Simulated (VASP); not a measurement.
Here is a VASP 6.6.1 calculation.

INCAR

```
SYSTEM = WC
  PREC = Accurate
  ENCUT = 520
  EDIFF = 1E-6
  ISMEAR = -1
  SIGMA = 0.002
  LREAL = Auto
  LASPH = .True.
  NELM = 60
  ALGO = Normal
  ISIF = 2
  LWAVE = .False.
  LCHARG = .False.
  GGA = PE
  NBANDS = 86
```

KPOINTS

```
regular mesh
0
Gamma
  2 2 2
  0 0 0
```

The input POSCAR:

```
WC
1.0
   -2.8930640000     -5.1732700000     -0.0089400000
    4.3934530000     -2.6177290000      0.0051890000
    0.0094780000      0.0046580000      5.7467270000
W C
8 8
Direct
    0.7402554825      0.4260110750      0.0049432159
    0.7400105492      0.4445328982      0.5025832988
    0.4908902775     -0.0440169044     -0.0249851850
    0.4819224657     -0.0265942836      0.4719636733
    0.2413782617      0.4642154510      0.0225779139
    0.2127986045      0.4819271385      0.4764454096
   -0.0037077807     -0.0316713975     -0.0189966923
   -0.0205673837      0.0088606811      0.4925360383
    0.5127704047      0.6469202688      0.2493988836
    0.5058090360      0.5617395752      0.7661416779
    0.2647204231      0.1305935246      0.2423099185
    0.2410453509      0.1440512552      0.7255969291
   -0.0227016086      0.6360393556      0.2441209822
   -0.0404672288      0.6240582063      0.7443889339
    0.7129458028      0.1194563986      0.2502387666
    0.7387828986      0.0891462904      0.7265426284
```

Potentials or basis: VASP PAW PBE potentials, release 64 (W_sv, C).

Command:

```bash
$ cat potpaw_PBE.64/W_sv/POTCAR potpaw_PBE.64/C/POTCAR > POTCAR
$ mpirun -np 1 vasp_std > vasp.out
```

Predict the band gap on the k mesh.

zero (band 72 reaches 10.96 eV, above the bottom of band 73 at 10.58 eV).

Estimate the pressure.

-0.4 GPa.

Estimate the largest force.

6.817 eV/Å.

Stress tensor (GPa, compression positive):
```
 7.16  3.88 -3.13
 3.88 -7.81  1.08
-3.13  1.08 -0.60
```

Caveat: the k points lie up to 0.61 Å⁻¹ apart; spin-orbit coupling is left out, which moves the levels of the heavy elements; forces of over 1 eV/Å act on the atoms, so gaps and moduli don't describe the material at rest.
